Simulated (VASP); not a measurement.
# Ta2F in VASP: notebook

The runs below take Ta2F through single point, with PBE.

Everything below comes from runs of VASP 6.6.1. Logs are shortened: lines on timing, memory, paths and dates and some standing lists are left out, and cuts for length are marked.

### Step 1. The cell of the first run

The typed cell holds 12 atoms: a = 2.890 Å, b = 2.890 Å, c = 26.893 Å, α = 87.92°, β = 88.89°, γ = 66.63°.

### Step 2. Single point, PBE

File INCAR:

```
SYSTEM = Ta2F
  PREC = Accurate
  ENCUT = 520
  EDIFF = 1E-6
  ISMEAR = 0
  SIGMA = 0.2
  LREAL = .False.
  LASPH = .True.
  NELM = 100
  ALGO = Normal
  ISIF = 2
  LWAVE = .False.
  LCHARG = .False.
  GGA = PE
  NBANDS = 70
```

File KPOINTS:

```
Automatic mesh
0
Gamma
  8 8 1
  0 0 0
```

File POSCAR:

```
Ta2F
1.0
   -2.8897147266     -0.0082291174      0.0025607096
   -1.1387741610     -2.6560451953     -0.0018116685
   -0.4933380588     -0.8685226075     26.8743471216
Ta F
8 4
Direct
    0.7382132391      0.7045885248      0.1313227386
    0.7382132391      0.2045885248      0.6313227386
    0.2617867609      0.7954114752      0.3686772614
    0.2617867609      0.2954114752      0.8686772614
    0.2483202893      0.2370956832      0.0439382788
    0.2483202893      0.7370956832      0.5439382788
    0.7516797107      0.2629043168      0.4560617212
    0.7516797107      0.7629043168      0.9560617212
    0.3913429950      0.3431993818      0.1846946928
    0.3913429950      0.8431993818      0.6846946928
    0.6086570050      0.1568006182      0.3153053072
    0.6086570050      0.6568006182      0.8153053072
```

Potentials or basis: VASP PAW PBE potentials, release 64 (Ta_pv, F).

On the command line:

```console
cat potpaw_PBE.64/Ta_pv/POTCAR potpaw_PBE.64/F/POTCAR > POTCAR
mpirun -np 1 vasp_std > vasp.out
```

OUTCAR:

```text
SYSTEM = Ta2F
   PREC = Accurate
   ENCUT = 520
   EDIFF = 1E-6
   ISMEAR = 0
   LREAL = .False.
   LASPH = .True.
   NELM = 100
   ISIF = 2
   GGA = PE

 ion  position               nearest neighbor table
   1  0.738  0.705  0.131-   9 2.20   9 2.27   9 2.27   5 2.83   5 2.84   5 3.35   5 3.39
   2  0.738  0.205  0.631-  10 2.20  10 2.27  10 2.27   6 2.83   6 2.84   6 3.35   6 3.39
   3  0.262  0.795  0.369-  11 2.20  11 2.27  11 2.27   7 2.83   7 2.84   7 3.35   7 3.39
   4  0.262  0.295  0.869-  12 2.20  12 2.27  12 2.27   8 2.83   8 2.84   8 3.35   8 3.39
   5  0.248  0.237  0.044-   1 2.83   1 2.84   8 2.84   8 2.85   1 3.35   8 3.37   8 3.38   1 3.39
[... 22 lines left out ...]
 A1 = (   1.1387741610,   2.6560451953,   0.0018116685)
 A2 = (   2.8897147266,   0.0082291174,  -0.0025607096)
 A3 = (   0.4933380588,   0.8685226075, -26.8743471216)

Analysis of symmetry for initial positions (statically):
=====================================================================
 Subroutine PRICEL returns following result:

  LATTYP: Found a triclinic cell.
 ALAT       =     2.8897275783
 B/A-ratio  =     1.0000515209
 C/A-ratio  =     4.7451533888
 COS(alpha) =     0.0138004898
 COS(beta)  =     0.1878891586
 COS(gamma) =     0.3966713332

  Lattice vectors:

 A1 = (  -2.8897147266,  -0.0082291174,   0.0025607096)
 A2 = (  -1.1387741610,  -2.6560451953,  -0.0018116685)
 A3 = (  -2.5669966755,   0.8855321765,  13.4406401046)

   2 primitive cells build up your supercell.

 Routine SETGRP: Setting up the symmetry group for a
 triclinic supercell.

 Subroutine GETGRP returns: Found  2 space group operations
 (whereof  2 operations were pure point group operations)
 out of a pool of  2 trial point group operations.

The static configuration has the point symmetry S_2 .

Analysis of symmetry for dynamics (positions and initial velocities):
=====================================================================
 Subroutine PRICEL returns following result:

  LATTYP: Found a triclinic cell.
 ALAT       =     2.8897275783
 B/A-ratio  =     1.0000515209
 C/A-ratio  =     4.7451533888
 COS(alpha) =     0.0138004898
 COS(beta)  =     0.1878891586
 COS(gamma) =     0.3966713332

  Lattice vectors:

 A1 = (  -2.8897147266,  -0.0082291174,   0.0025607096)
 A2 = (  -1.1387741610,  -2.6560451953,  -0.0018116685)
[... 123 lines left out ...]
   IBRION =     -1    ionic relax: 0-MD 1-quasi-New 2-CG
   NFREE  =      0    steps in history (QN), initial steepest desc. (CG)
   ISIF   =      2    stress and relaxation
   ISYM   =      2    0-nonsym 1-usesym 2-fastsym
   POTIM  = 0.5000    time-step for ionic-motion
   TEBEG  =    0.0;   TEEND  =   0.0 temperature during run
   PSTRESS=    0.0 pullay stress
   NELECT =     116.0000    total number of electrons
   NUPDOWN=      -1.0000    fix difference up-down
   EMIN   =  10.00;   EMAX   =-10.00  energy-range for DOS
   EFERMI =   0.00;   METHOD = LEGACY
   ISMEAR =     0;   SIGMA  =   0.20  broadening in eV -4-tet -1-fermi 0-gaus
   EFERMI_NEDOS =   21; number of points for ismear=-14 and -15
   IALGO  =     38    algorithm
   IMIX   =      4    mixing-type and parameters
     AMIX     =   0.40;   BMIX     =  1.00
     AMIX_MAG =   1.60;   BMIX_MAG =  1.00
  volume/ion in A,a.u.               =      17.17       115.86
  Fermi-wavevector in a.u.,A,eV,Ry     =   1.351841  2.554609 24.864296  1.827474
  Thomas-Fermi vector in A             =   2.479229
   LORBIT       =      0    0 simple, 1 ext, 2 COOP (PROOUT), +10 PAW based schemes
   GGA     = PE    functional components
   LHFCALC =     F    Hartree Fock is set to
   AEXX    =    0.0000 exact exchange contribution
   IVDW    =     0    specifies the selected vdW correction
   LEPSILON=     F    determine dielectric tensor
   LRPA    =     F    only Hartree local field effects (RPA)
 non-spin polarized calculation
 Gauss-broadening in eV      SIGMA  =   0.20
  energy-cutoff  :      520.00
  volume of cell :      206.02
 maximum number of plane-waves:      5592
 NGX is ok and might be reduce to    24
   NGX = 11   NGY = 11   NGZ = 99

 number of electron     115.9999982 magnetization

 Free energy of the ion-electron system (eV)
  ---------------------------------------------------
  ext. energy  EPLUGINS =         0.00000000
  ---------------------------------------------------
  free energy    TOTEN  =      -115.62725359 eV

  energy without entropy =     -115.48492819  energy(sigma->0) =     -115.55609089

 E-fermi :   4.1320     XC(G=0): -10.9896

 val. band max:        4.0862964249   @ k =  -0.3750   0.1250   0.0000
 cond. band min:       4.1513033156   @ k =  -0.0000   0.3750  -0.0000
 fundamental gap:      0.0650068907
 Fermi energy:         4.1319944808

 k-point     1 :       0.0000    0.0000    0.0000
  band No.  band energies     occupation
      1     -30.8966      2.00000
      2     -30.8966      2.00000
      3     -30.8713      2.00000
      4     -30.8713      2.00000
      5     -30.2900      2.00000
      6     -30.2900      2.00000
[... 1741 lines left out ...]
     69       7.1295      0.00000
     70       7.1469      0.00000

 [... further k-points ...]
[... 5 lines left out ...]
  --------------------------------------------------------------------------------------
  -------------------------------------------------------------------------------------
  Total        0.2635253      0.8908941     -0.2916933     -0.7391687     -0.0778986     -0.1367663
  in kB        2.0494029      6.9283694     -2.2684619     -5.7484203     -0.6058074     -1.0636144
  external PRESSURE =       2.2364368 kB  Pullay stress =       0.0000000 kB

 VOLUME and BASIS-vectors are now :
 -----------------------------------------------------------------------------
  energy-cutoff  :      520.00
  volume of cell :      206.02
      direct lattice vectors                 reciprocal lattice vectors
    -2.889714727 -0.008229117  0.002560710    -0.346479342  0.148553401 -0.001559460
    -1.138774161 -2.656045195 -0.001811668     0.001062664 -0.376946937 -0.012162628
    -0.493338059 -0.868522607 26.874347122     0.000033086 -0.000039566  0.037209535

 POSITION                                       TOTAL-FORCE (eV/Angst)
 -----------------------------------------------------------------------------------
     -3.00038     -1.99155      3.52983        -0.027032     -0.014254     -0.051522
     -2.67766     -1.09779     16.96791        -0.027032     -0.014254     -0.051522
     -1.84417     -2.43501      9.90719         0.027032      0.014254      0.051522
     -1.52145     -1.54125     23.34527         0.027032      0.014254      0.051522
     -1.00925     -0.66994      1.18102         0.012879      0.008155      0.081798
     -1.82531     -2.43223     14.61729         0.012879      0.008155      0.081798
     -2.69652     -1.10057     12.25781        -0.012879     -0.008155     -0.081798
     -3.51258     -2.86286     25.69408        -0.012879     -0.008155     -0.081798
     -1.61281     -1.07518      4.96393         0.010827      0.003492      0.014540
     -2.42887     -2.83747     18.40020         0.010827      0.003492      0.014540
     -2.09296     -0.69533      8.47490        -0.010827     -0.003492     -0.014540
     -2.90901     -2.45761     21.91117        -0.010827     -0.003492     -0.014540
 -----------------------------------------------------------------------------------
    total drift:                               -0.000000     -0.000000      0.000000

  FREE ENERGIE OF THE ION-ELECTRON SYSTEM (eV)
  ---------------------------------------------------
  free  energy   TOTEN  =      -115.6272535870 eV

  energy  without entropy=     -115.4849281883  energy(sigma->0) =     -115.55609089
```

OSZICAR:

```text
N       E                     dE             d eps       ncg     rms          rms(c)
DAV:   1     0.126006962136E+04    0.12601E+04   -0.65524E+04  4760   0.170E+03
DAV:   2    -0.298067115643E+02   -0.12899E+04   -0.12533E+04  5252   0.508E+02
DAV:   3    -0.121966878913E+03   -0.92160E+02   -0.89920E+02  5756   0.124E+02
DAV:   4    -0.124533573177E+03   -0.25667E+01   -0.25283E+01  5840   0.204E+01
DAV:   5    -0.124616295549E+03   -0.82722E-01   -0.82461E-01  6040   0.310E+00    0.406E+01
DAV:   6    -0.120763700264E+03    0.38526E+01   -0.55988E+01  6056   0.398E+01    0.205E+01
DAV:   7    -0.129108785340E+03   -0.83451E+01   -0.13912E+02  6192   0.299E+01    0.170E+01
DAV:   8    -0.115283220022E+03    0.13826E+02   -0.62088E+01  6286   0.204E+01    0.454E+00
DAV:   9    -0.115661133137E+03   -0.37791E+00   -0.74943E+00  6048   0.792E+00    0.228E+00
DAV:  10    -0.115639618517E+03    0.21515E-01   -0.49191E-01  5628   0.254E+00    0.120E+00
DAV:  11    -0.115630666734E+03    0.89518E-02   -0.60141E-02  5920   0.805E-01    0.622E-01
DAV:  12    -0.115627618360E+03    0.30484E-02   -0.20741E-02  5878   0.590E-01    0.207E-01
DAV:  13    -0.115627470843E+03    0.14752E-03   -0.22345E-03  5952   0.200E-01    0.109E-01
DAV:  14    -0.115627309392E+03    0.16145E-03   -0.45983E-04  5732   0.938E-02    0.438E-02
DAV:  15    -0.115627269839E+03    0.39552E-04   -0.17114E-04  6216   0.502E-02    0.170E-02
DAV:  16    -0.115627257107E+03    0.12732E-04   -0.25402E-05  5378   0.203E-02    0.921E-03
DAV:  17    -0.115627253865E+03    0.32427E-05   -0.88760E-06  4992   0.106E-02    0.323E-03
DAV:  18    -0.115627253587E+03    0.27779E-06   -0.13020E-06  3652   0.491E-03
   1 F= -.11562725E+03 E0= -.11555609E+03  d E =-.142325E+00
```

stdout:

```text
POSCAR found type information on POSCAR TaF
 POSCAR found :  2 types and      12 ions
 scaLAPACK will be used
 LDA part: xc-table for (Slater+PW92), standard interpolation
 POSCAR, INCAR and KPOINTS ok, starting setup
 FFT: planning ... GRIDC
 FFT: planning ... GRID_SOFT
 FFT: planning ... GRID
 WAVECAR not read
 entering main loop
```

It took 19 min on 1 thread of AMD EPYC 7R43 (Zen 3), shared host; peak memory 0.48 GiB.

Results:

| Quantity | Value |
| --- | --- |
| Free energy | -115.6273 eV |
| Pressure | 0.2 GPa |
| Largest force | 0.083 eV/Å |
| Band gap on the k mesh | zero (band 58 reaches 5.14 eV, above the bottom of band 59 at 3.46 eV) |

Forces on the atoms (eV/Å):
```
Ta  -0.027 -0.014 -0.052
Ta  -0.027 -0.014 -0.052
Ta   0.027  0.014  0.052
Ta   0.027  0.014  0.052
Ta   0.013  0.008  0.082
Ta   0.013  0.008  0.082
Ta  -0.013 -0.008 -0.082
Ta  -0.013 -0.008 -0.082
F    0.011  0.003  0.015
F    0.011  0.003  0.015
F   -0.011 -0.003 -0.015
F   -0.011 -0.003 -0.015
```

Stress tensor (GPa, compression positive):
```
 0.20 -0.57 -0.11
-0.57  0.69 -0.06
-0.11 -0.06 -0.23
```

Levels at points of the mesh, in eV from the Fermi level:
```
           k point  band 56  band 57  band 58  band 59  band 60  band 61
(0.00, 0.00, 0.00)    -0.06     0.07     0.07     0.16     0.16     0.84
(0.50, 0.00, 0.00)    -1.06     0.30     0.30     0.44     0.44     3.29
(0.00, 0.50, 0.00)    -1.06     0.30     0.30     0.44     0.44     3.30
(0.50, 0.50, 0.00)    -0.44     0.93     0.93     1.35     1.35     2.19
```

Caveat: spin-orbit coupling is left out, which moves the levels of the heavy elements.

(Part 1 of 2 ends here.)
